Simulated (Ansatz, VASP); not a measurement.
**Zr: VASP beside Ansatz**

Contents of INCAR:

```
SYSTEM = Zr
PREC = Accurate
ENCUT = 600
EDIFF = 1E-7
ISMEAR = 0
SIGMA = 0.1
LREAL = .FALSE.
LASPH = .TRUE.
NELM = 100
ALGO = Normal
ISIF = 3
LWAVE = .FALSE.
LCHARG = .FALSE.
GGA = PE
IVDW = 12
IBRION = 2
NSW = 70
EDIFFG = -0.005
```

Contents of KPOINTS:

```
Automatic mesh
0
G
  12 12 14
  0 0 0
```

The input POSCAR:

```
Zr
1.0
    5.0423649889      0.0000000000      0.0000000000
   -2.5211824945      4.3668161755      0.0000000000
    0.0000000000      0.0000000000      3.1491838129
Zr
3
Direct
    0.6666666667      0.3333333333      0.5000000000
    0.3333333333      0.6666666667      0.5000000000
    0.0000000000      0.0000000000      0.0000000000
```

Input for Ansatz:

```yaml
crystal:
  lattice:
    - [5.0423649889, 0.0, 0.0]
    - [-2.5211824945, 4.3668161755, 0.0]
    - [0.0, 0.0, 3.1491838129]
  atoms:
    - { symbol: Zr, position: [0.6666666667, 0.3333333333, 0.5] }
    - { symbol: Zr, position: [0.3333333333, 0.6666666667, 0.5] }
    - { symbol: Zr, position: [0.0, 0.0, 0.0] }
basis:
  ecutwfc: 420
kpoints:
  mp_grid: { grid: [12, 12, 14] }
hamiltonian:
  xc: pbe
  dispersion: d3bj
scf:
  occupations: { method: gaussian, width: 0.1 }
output:
  forces: true
  stress: true
  eigenvalues: true
relax:
  adjacent_minimum: "off"
  f_tol: 0.005
  max_steps: 50
  cell: { stress_tol: 0.05 }
```

Alike in both runs: task relaxation of cell and atoms; functional PBE; dispersion D3(BJ); k mesh 12 × 12 × 14; occupations gaussian, width 0.1 eV; no spin polarisation.

```csv
,VASP,Ansatz
version,VASP 6.6.1,Ansatz 0.2.0
potentials or method,"VASP PAW PBE potentials, release 64 (Zr_sv), cutoff 600 eV","scalar-relativistic, plane waves, PAW"
valence electrons in the cell,36,36
```

|  | VASP | Ansatz | Ansatz less VASP |
| --- | --- | --- | --- |
| gap on the k mesh at the Fermi level, each at its own relaxed structure (eV) | none | none | - |
| relaxed volume (Å³/atom) | 22.20 | 22.18 | -0.017 |
| relaxed cell length with the largest relative difference (Å) | 4.974 | 4.972 | -0.0018 |

A gap of «none» marks a metal or a gap that the smearing closes.
